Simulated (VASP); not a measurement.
# ScCr2 (P6/mmm) in VASP: notebook, part 2 of 2

VASP 6.6.1. Earlier steps stand in the parts before.

## Step 3: Relaxation of cell and atoms, PBE

This run uses another cell than the first one, of 13.36 Å³/atom, 0.796 times its volume.

INCAR

```
PREC = Accurate ; ENCUT = 600
EDIFF = 1E-6 ; ISMEAR = 0
SIGMA = 0.1 ; LREAL = False
LASPH = True ; NELM = 80
ALGO = Normal ; ISIF = 3
LWAVE = False ; LCHARG = False
GGA = PE ; IBRION = 2
NSW = 90 ; EDIFFG = -0.04
```

KPOINTS

```
Automatic mesh
0
Gamma
  6 6 4
```

POSCAR

```
ScCr2
1.0
    3.4999278788      0.0000000000      0.0000000000
   -1.7499639394      3.0310264545      0.0000000000
    0.0000000000      0.0000000000      3.7789918957
Sc Cr
1 2
Direct
    0.0000000000      0.0000000000      0.0000000000
    0.3333333333      0.6666666667      0.5000000000
    0.6666666667      0.3333333333      0.5000000000
```

Potentials or basis: VASP PAW PBE potentials, release 64 (Sc_sv, Cr_pv).

Run with:

```
cat potpaw_PBE.64/Sc_sv/POTCAR potpaw_PBE.64/Cr_pv/POTCAR > POTCAR
mpirun -np 1 vasp_std > vasp.out
```

OUTCAR:

```text
PREC = Accurate
   ENCUT = 600
   EDIFF = 1E-6
   ISMEAR = 0
   LREAL = False
   LASPH = True
   NELM = 80
   ISIF = 3
   GGA = PE
   IBRION = 2
   NSW = 90
   EDIFFG = -0.04

 ion  position               nearest neighbor table
   1  0.000  0.000  0.000-   2 2.77   3 2.77   2 2.77   3 2.77   3 2.77   3 2.77   2 2.77   2 2.77
                             3 2.77   3 2.77   2 2.77   2 2.77
   2  0.333  0.667  0.500-   3 2.02   3 2.02   3 2.02   1 2.77   1 2.77   1 2.77   1 2.77   1 2.77
                             1 2.77
   3  0.667  0.333  0.500-   2 2.02   2 2.02   2 2.02   1 2.77   1 2.77   1 2.77   1 2.77   1 2.77
                             1 2.77

  LATTYP: Found a hexagonal cell.
 ALAT       =     3.4999278788
 C/A-ratio  =     1.0797342193

  Lattice vectors:

 A1 = (   3.4999278788,   0.0000000000,   0.0000000000)
 A2 = (  -1.7499639394,   3.0310264545,   0.0000000000)
 A3 = (   0.0000000000,   0.0000000000,   3.7789918957)

Analysis of symmetry for initial positions (statically):
=====================================================================
 Subroutine PRICEL returns:
 Original cell was already a primitive cell.

 Routine SETGRP: Setting up the symmetry group for a
 hexagonal supercell.

 Subroutine GETGRP returns: Found 24 space group operations
 (whereof 24 operations were pure point group operations)
 out of a pool of 24 trial point group operations.

The static configuration has the point symmetry D_6h.

Analysis of symmetry for dynamics (positions and initial velocities):
=====================================================================
 Subroutine PRICEL returns:
 Original cell was already a primitive cell.

 Routine SETGRP: Setting up the symmetry group for a
 hexagonal supercell.
[... 120 lines left out ...]
   IALGO  =     38    algorithm
   IMIX   =      4    mixing-type and parameters
     AMIX     =   0.40;   BMIX     =  1.00
     AMIX_MAG =   1.60;   BMIX_MAG =  1.00
  volume/ion in A,a.u.               =      13.36        90.18
  Fermi-wavevector in a.u.,A,eV,Ry     =   1.564669  2.956796 33.309651  2.448190
  Thomas-Fermi vector in A             =   2.667259
   LORBIT       =      0    0 simple, 1 ext, 2 COOP (PROOUT), +10 PAW based schemes
   GGA     = PE    functional components
   LHFCALC =     F    Hartree Fock is set to
   AEXX    =    0.0000 exact exchange contribution
   IVDW    =     0    specifies the selected vdW correction
   LEPSILON=     F    determine dielectric tensor
   LRPA    =     F    only Hartree local field effects (RPA)
 conjugate gradient relaxation of ions
 non-spin polarized calculation
 Gauss-broadening in eV      SIGMA  =   0.10
  energy-cutoff  :      600.00
  volume of cell :       40.09
 maximum number of plane-waves:      1353
 NGX is ok and might be reduce to    28
   NGX = 13   NGY = 13   NGZ = 15

--------------------------------------- Ionic step        1  -------------------------------------------

 number of electron      34.9999997 magnetization

 Free energy of the ion-electron system (eV)
  ---------------------------------------------------
  ext. energy  EPLUGINS =         0.00000000
  ---------------------------------------------------
  free energy    TOTEN  =       -22.86126324 eV

  energy without entropy =      -22.84285527  energy(sigma->0) =      -22.85205926

------------------------ aborting loop because EDIFF is reached ----------------------------------------

  FORCE on cell =-STRESS in cart. coord.  units (eV):
  Direction    XX          YY          ZZ          XY          YZ          ZX
  --------------------------------------------------------------------------------------
  -------------------------------------------------------------------------------------
  Total        9.2756962      9.2756962      8.6049596      0.0000000     -0.0000000      0.0000000
  in kB      370.7083050    370.7083050    343.9019485      0.0000000     -0.0000000      0.0000000
  external PRESSURE =     361.7728528 kB  Pullay stress =       0.0000000 kB
[... 92 lines left out ...]
  FREE ENERGIE OF THE ION-ELECTRON SYSTEM (eV)
  ---------------------------------------------------
  free  energy   TOTEN  =       -23.7077601253 eV

  energy  without entropy=      -23.6814197025  energy(sigma->0) =      -23.69458991

[... ionic steps 4 to 11 ...]

--------------------------------------- Ionic step       12  -------------------------------------------

 number of electron      35.0000004 magnetization

------------------------ aborting loop because EDIFF is reached ----------------------------------------
[... 69 lines left out ...]
--------------------------------------- Ionic step       14  -------------------------------------------

 number of electron      35.0000013 magnetization

 Free energy of the ion-electron system (eV)
  ---------------------------------------------------
  ext. energy  EPLUGINS =         0.00000000
  ---------------------------------------------------
  free energy    TOTEN  =       -23.82831283 eV

  energy without entropy =      -23.81816505  energy(sigma->0) =      -23.82323894

 E-fermi :   6.2975     XC(G=0): -11.3859

 val. band max:        6.2626493802   @ k =   0.0000   0.0000   0.5000
 cond. band min:       6.3071678190   @ k =   0.3333   0.0000   0.2500
 fundamental gap:      0.0445184388
 Fermi energy:         6.2975433064

 k-point     1 :       0.0000    0.0000    0.0000
  band No.  band energies     occupation
      1     -42.9802      2.00000
      2     -37.0713      2.00000
      3     -37.0713      2.00000
      4     -36.1833      2.00000
      5     -35.6784      2.00000
      6     -35.4520      2.00000
[... 523 lines left out ...]
  FREE ENERGIE OF THE ION-ELECTRON SYSTEM (eV)
  ---------------------------------------------------
  free  energy   TOTEN  =       -23.8283128320 eV

  energy  without entropy=      -23.8181650472  energy(sigma->0) =      -23.82323894

 reached required accuracy - stopping structural energy minimisation
```

Wall time 5.5 min (1 thread of Intel Xeon Platinum 8175M at 2.50GHz (Skylake/Cascade Lake), shared host); peak memory 0.18 GiB.

What came out:

* Free energy: -23.8283 eV
* Relaxed volume: 16.83 Å³/atom
* Relaxed cell: a = 3.604 Å, b = 3.604 Å, c = 4.488 Å, α = 90.00°, β = 90.00°, γ = 120.00°
* Space group after relaxing (to 0.05 Å): P6/mmm (No. 191)
* Energy gained by relaxing: 322.3 meV/atom
* Ionic steps: 14
* Pressure after relaxing: 0.0 GPa

Stress tensor (GPa, compression positive):
```
 0.19  0.00  0.00
 0.00  0.19  0.00
 0.00  0.00 -0.27
```

Step by step:
| step | energy change (eV) | largest force (eV/Å) | pressure (GPa) | volume (Å³) |
| --- | --- | --- | --- | --- |
| 1 | 0.0000 | 0.0000 | 36.18 | 40.09 |
| 2 | -0.1729 | 0.0000 | -16.26 | 60.27 |
| 3 | -0.8465 | 0.0000 | -0.60 | 49.32 |
| 4 | -0.8471 | 0.0000 | -0.05 | 49.09 |
| 5 | -0.8470 | 0.0000 | 0.41 | 48.90 |
| 6 | -0.8808 | 0.0000 | 0.26 | 49.14 |
| 7 | -0.9490 | 0.0000 | 0.77 | 49.72 |
| 8 | -0.7182 | 0.0000 | 5.03 | 50.31 |
| 9 | -0.9625 | 0.0000 | 1.03 | 49.86 |
| 10 | -0.9640 | 0.0000 | 1.40 | 49.98 |
| 11 | -0.9652 | 0.0000 | 1.26 | 49.94 |
| 12 | -0.9651 | 0.0000 | 1.27 | 49.95 |
| 13 | -0.9565 | 0.0000 | -2.66 | 51.71 |
| 14 | -0.9670 | 0.0000 | 0.03 | 50.48 |

Final structure:
```cif
data_structure
_symmetry_space_group_name_H-M 'P 1'
_symmetry_Int_Tables_number 1
_cell_length_a 3.6037
_cell_length_b 3.6037
_cell_length_c 4.4881
_cell_angle_alpha 90.000
_cell_angle_beta 90.000
_cell_angle_gamma 120.000
_cell_volume 50.48
loop_
_atom_site_label
_atom_site_type_symbol
_atom_site_fract_x
_atom_site_fract_y
_atom_site_fract_z
_atom_site_occupancy
Sc1 Sc 0.00000 0.00000 0.00000 1
Cr1 Cr 0.33333 0.66667 0.50000 1
Cr2 Cr 0.66667 0.33333 0.50000 1
```

Levels at points of the mesh, in eV from the Fermi level:
```tsv
k point	band 15	band 16	band 17	band 18	band 19	band 20	band 21
(0.00, 0.00, 0.00)	-0.60	-0.60	-0.12	-0.12	1.06	1.06	1.38
(0.50, 0.00, 0.00)	-1.77	-1.60	-0.86	-0.70	-0.11	2.76	2.95
(0.00, 0.00, 0.50)	-1.12	-0.94	-0.94	-0.03	-0.03	1.85	1.92
(0.50, 0.00, 0.50)	-1.81	-0.70	-0.62	0.19	0.67	1.12	1.80
```

Caveat: the k points lie up to 0.35 Å⁻¹ apart in the final cell; the volume moved by over 15 % at a fixed basis, so the end points are rough. Spin polarisation is off, so any magnetic state and its effect on volume and gap are missing.

## Step 4: Single point, PBE

This run uses another cell than the first one, of 16.74 Å³/atom, 0.997 times its volume.

INCAR

```
PREC = Accurate ; ENCUT = 520
EDIFF = 1E-6 ; ISMEAR = 0
SIGMA = 0.1 ; LREAL = F
LASPH = T ; NELM = 100
ALGO = Fast ; ISIF = 2
LWAVE = F ; LCHARG = F
GGA = PE ; NBANDS = 24
```

KPOINTS

```
regular mesh
0
Gamma
  12 12 10
```

POSCAR

```
ScCr2
1.0
    3.6141352435      0.0000000000      0.0000000000
   -1.8070676218      3.1299329336      0.0000000000
    0.0000000000      0.0000000000      4.4398766837
Sc Cr
1 2
Direct
    0.0000000000      0.0000000000      0.0000000000
    0.3333333333      0.6666666667      0.5000000000
    0.6666666667      0.3333333333      0.5000000000
```

Potentials or basis: VASP PAW PBE potentials, release 64 (Sc_sv, Cr_pv).

Run with:

```
cat potpaw_PBE.64/Sc_sv/POTCAR potpaw_PBE.64/Cr_pv/POTCAR > POTCAR
mpirun -np 1 vasp_std > vasp.out
```

OUTCAR:

```text
PREC = Accurate
   ENCUT = 520
   EDIFF = 1E-6
   ISMEAR = 0
   LREAL = F
   LASPH = T
   NELM = 100
   ISIF = 2
   GGA = PE

 ion  position               nearest neighbor table
   1  0.000  0.000  0.000-   2 3.05   3 3.05   2 3.05   3 3.05   3 3.05   3 3.05   2 3.05   2 3.05
                             3 3.05   3 3.05   2 3.05   2 3.05
   2  0.333  0.667  0.500-   3 2.09   3 2.09   3 2.09   1 3.05   1 3.05   1 3.05   1 3.05   1 3.05
                             1 3.05
   3  0.667  0.333  0.500-   2 2.09   2 2.09   2 2.09   1 3.05   1 3.05   1 3.05   1 3.05   1 3.05
                             1 3.05

  LATTYP: Found a hexagonal cell.
 ALAT       =     3.6141352435
 C/A-ratio  =     1.2284755231

  Lattice vectors:

 A1 = (   3.6141352435,   0.0000000000,   0.0000000000)
 A2 = (  -1.8070676218,   3.1299329336,   0.0000000000)
 A3 = (   0.0000000000,   0.0000000000,   4.4398766837)

Analysis of symmetry for initial positions (statically):
=====================================================================
 Subroutine PRICEL returns:
 Original cell was already a primitive cell.

 Routine SETGRP: Setting up the symmetry group for a
[... 169 lines left out ...]

  energy without entropy =      -23.80536861  energy(sigma->0) =      -23.81259658

 E-fermi :   6.3860     XC(G=0): -11.4139

 val. band max:        6.3543964303   @ k =   0.1667   0.0000   0.2000
 cond. band min:       6.3869134608   @ k =   0.2500   0.0833   0.2000
 fundamental gap:      0.0325170305
 Fermi energy:         6.3859945202

 k-point     1 :       0.0000    0.0000    0.0000
  band No.  band energies     occupation
      1     -42.8657      2.00000
      2     -37.0309      2.00000
      3     -37.0309      2.00000
      4     -36.1525      2.00000
      5     -35.6597      2.00000
      6     -35.4459      2.00000
[... 637 lines left out ...]
     23       9.2127      0.00000
     24       9.3337      0.00000

 [... further k-points ...]

------------------------ aborting loop because EDIFF is reached ----------------------------------------

  FORCE on cell =-STRESS in cart. coord.  units (eV):
  Direction    XX          YY          ZZ          XY          YZ          ZX
  --------------------------------------------------------------------------------------
  -------------------------------------------------------------------------------------
  Total        0.2182158      0.2182158      0.0098123     -0.0000000     -0.0000000     -0.0000000
  in kB        6.9612373      6.9612373      0.3130194     -0.0000000     -0.0000000     -0.0000000
  external PRESSURE =       4.7451647 kB  Pullay stress =       0.0000000 kB

 VOLUME and BASIS-vectors are now :
 -----------------------------------------------------------------------------
  energy-cutoff  :      520.00
  volume of cell :       50.22
      direct lattice vectors                 reciprocal lattice vectors
     3.614135243  0.000000000  0.000000000     0.276691361  0.159747832  0.000000000
    -1.807067622  3.129932934  0.000000000     0.000000000  0.319495664  0.000000000
     0.000000000  0.000000000  4.439876684     0.000000000  0.000000000  0.225231481

 POSITION                                       TOTAL-FORCE (eV/Angst)
 -----------------------------------------------------------------------------------
      0.00000      0.00000      0.00000        -0.000000      0.000000      0.000000
     -0.00000      2.08662      2.21994        -0.000000      0.000000      0.000000
      1.80707      1.04331      2.21994         0.000000      0.000000      0.000000
 -----------------------------------------------------------------------------------
    total drift:                               -0.000000      0.000000     -0.000000

  FREE ENERGIE OF THE ION-ELECTRON SYSTEM (eV)
  ---------------------------------------------------
  free  energy   TOTEN  =       -23.8198245535 eV

  energy  without entropy=      -23.8053686057  energy(sigma->0) =      -23.81259658
```

Run time: 4.1 min. Hardware: 1 thread of Intel Xeon Platinum 8175M at 2.50GHz (Skylake/Cascade Lake), shared host; peak memory 0.26 GiB.

What came out:

```
Free energy : -23.8198 eV
Pressure    : 0.5 GPa
```

Spin polarisation is off, so any magnetic state and its effect on volume and gap are missing.

## Step 5: The runs side by side

```tsv
task	cell	k mesh	cutoff (eV)	gap on the mesh (eV)	pressure (GPa)
single point	a = 3.595, b = 3.595, c = 4.501 Å, angles 90.0, 90.0, 120.0°, 3 atoms	6 × 6 × 4	520	none	0.5
relaxation of cell and atoms	relaxed from a = 3.500, b = 3.500, c = 3.779 Å, angles 90.0, 90.0, 120.0°, 3 atoms	6 × 6 × 4	600	none	0.0
single point	a = 3.614, b = 3.614, c = 4.440 Å, angles 90.0, 90.0, 120.0°, 3 atoms	12 × 12 × 10	520	none	0.5
```

Alike in all rows: level PBE; potentials or basis VASP PAW PBE potentials, release 64 (Sc_sv, Cr_pv); no spin polarisation; smearing gaussian 0.1 eV.

Caveats: some runs use coarse meshes; the volume moved by over 15 % at a fixed basis, so the end points are rough (some runs).

Absolute energies hang on the potentials; compare differences alone.
